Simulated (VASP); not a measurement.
Set up this calculation in VASP 6.6.1, as the native input.

| Item | Value |
| --- | --- |
| Task | single point |
| Functional | r2SCAN |
| Potentials or basis | VASP PAW PBE potentials, release 64 (Sn_d, O) |
| Cutoff | 520 eV |
| k mesh | 9 × 9 × 9 |
| Occupations | fermi-dirac, width 0.05 eV |
| Spin | no spin polarisation |
| Dipole correction | no |
| Further INCAR settings | ALGO = Normal; EDIFF = 1e-07; NBANDS = 20 |

Crystal: SnO2.

```
CELL_PARAMETERS angstrom
0.00000 2.55687 2.55687
2.55687 0.00000 2.55687
2.55687 2.55687 0.00000
ATOMIC_POSITIONS crystal
Sn 0.00000 0.00000 0.00000
O 0.75000 0.75000 0.75000
O 0.25000 0.25000 0.25000
```

These files were run (other wordings do the same):

POSCAR

```
SnO2
1.0
    0.0000000000      2.5568733049      2.5568733049
    2.5568733049      0.0000000000      2.5568733049
    2.5568733049      2.5568733049      0.0000000000
Sn O
1 2
Direct
    0.0000000000      0.0000000000      0.0000000000
    0.7500000000      0.7500000000      0.7500000000
    0.2500000000      0.2500000000      0.2500000000
```

INCAR.step1

```
PREC = Accurate
ENCUT = 520
ISMEAR = -1
SIGMA = 0.05
LREAL = False
LASPH = True
NELM = 100
NBANDS = 20
GGA = PE
ALGO = Normal
EDIFF = 1E-4
LWAVE = True
LCHARG = False
```

INCAR.step2

```
PREC = Accurate
ENCUT = 520
EDIFF = 1E-7
ISMEAR = -1
SIGMA = 0.05
LREAL = False
LASPH = True
NELM = 100
ALGO = Normal
ISIF = 2
LWAVE = False
LCHARG = True
METAGGA = R2SCAN
LMIXTAU = True
LELF = True
LVHAR = True
NBANDS = 20
ISTART = 1
```

KPOINTS

```
Automatic mesh
0
Gamma
  9 9 9
```

Potentials or basis: VASP PAW PBE potentials, release 64 (Sn_d, O).

Command:

```bash
$ cat potpaw_PBE.64/Sn_d/POTCAR potpaw_PBE.64/O/POTCAR > POTCAR
$ cp INCAR.step1 INCAR
$ mpirun -np 1 vasp_std > vasp.out
$ cp INCAR.step2 INCAR
$ mpirun -np 1 vasp_std > vasp.out
```

It gave:

```yaml
Pressure: -4.6 GPa
Band_gap_on_the_k_mesh: 0.66 eV, indirect (least direct gap 1.95 eV)
```

Caveat: the PAW data sets were made with another functional, which shifts forces and pressure a little; spin-orbit coupling is left out, which moves the levels of the heavy elements.

It took 87 s on 1 thread of Intel Xeon 6975P-C (shared host), peak memory 0.18 GiB.
